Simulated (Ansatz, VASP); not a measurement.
Two plane-wave programs on BAs

POSCAR

```
BAs
1.0
    0.0000000000      2.4046893507      2.4046893507
    2.4046893507      0.0000000000      2.4046893507
    2.4046893507      2.4046893507      0.0000000000
B As
1 1
Direct
    0.2500000000      0.2500000000      0.2500000000
    0.5000000000      0.5000000000      0.5000000000
```

INCAR.step1

```
PREC     = Accurate       # precision mode
ENCUT    = 550            # plane-wave cutoff, eV
ISMEAR   = 0              # smearing method
SIGMA    = 0.02           # smearing width, eV
LREAL    = False          # projectors in reciprocal space
LASPH    = True           # aspherical terms in the spheres
NELM     = 120            # most SCF steps
NBANDS   = 11             # bands
GGA      = PE             # functional
ALGO     = Normal         # electronic algorithm
EDIFF    = 1E-5           # SCF threshold, eV
LWAVE    = True           # write WAVECAR
LCHARG   = False          # write CHGCAR
GGA_COMPAT= False
```

The input INCAR.step2:

```
PREC     = Accurate       # precision mode
ENCUT    = 550            # plane-wave cutoff, eV
EDIFF    = 1E-6           # SCF threshold, eV
ISMEAR   = 0              # smearing method
SIGMA    = 0.02           # smearing width, eV
LREAL    = False          # projectors in reciprocal space
LASPH    = True           # aspherical terms in the spheres
NELM     = 120            # most SCF steps
ALGO     = Normal         # electronic algorithm
ISIF     = 2              # what is computed and relaxed
LWAVE    = False          # write WAVECAR
LCHARG   = False          # write CHGCAR
METAGGA  = R2SCAN         # meta-GGA
LMIXTAU  = True         
NBANDS   = 11             # bands
ISTART   = 1            
GGA_COMPAT= False
```

KPOINTS

```
regular mesh
0
Gamma
  10 10 10
```

Input for Ansatz:

```yaml
crystal:
  lattice:
    - [0.0, 2.4046893507, 2.4046893507]
    - [2.4046893507, 0.0, 2.4046893507]
    - [2.4046893507, 2.4046893507, 0.0]
  atoms:
    - { symbol: B, position: [0.25, 0.25, 0.25] }
    - { symbol: As, position: [0.5, 0.5, 0.5] }
basis:
  ecutwfc: 500
kpoints:
  mp_grid: { grid: [10, 10, 10] }
  band_path: { path: [VBM, CBM], npoints: 2 }
hamiltonian:
  xc: r2scan
scf:
  occupations: { method: gaussian, width: 0.02 }
output:
  forces: false
  stress: false
  eigenvalues: true
checkpoint:
  read: start.run
  write: ck
  compress: false
  write_wavefunctions: false
  write_every: 100000
```

Alike in both runs: task single point; functional r2SCAN; k mesh 10 × 10 × 10; occupations gaussian, width 0.02 eV; no spin polarisation.

|  | VASP | Ansatz |
| --- | --- | --- |
| version | VASP 6.6.1 | Ansatz 0.2.0 |
| potentials or method | VASP PAW PBE potentials, release 64 (B, As), cutoff 550 eV | scalar-relativistic, plane waves, PAW |
| valence electrons in the cell | 8 | 18 |

|  | VASP | Ansatz | Ansatz less VASP |
| --- | --- | --- | --- |
| gap on the k mesh at the Fermi level (eV) | 1.39 | 1.39 | -0.001 |
| least direct gap on the mesh (eV) | 3.42 | 3.42 | -0.004 |

VASP's potentials were made for PBE, not for r2SCAN. VASP's potentials hold 8 valence electrons a cell and Ansatz's 18, so a difference there can come from the potentials and not from the codes.
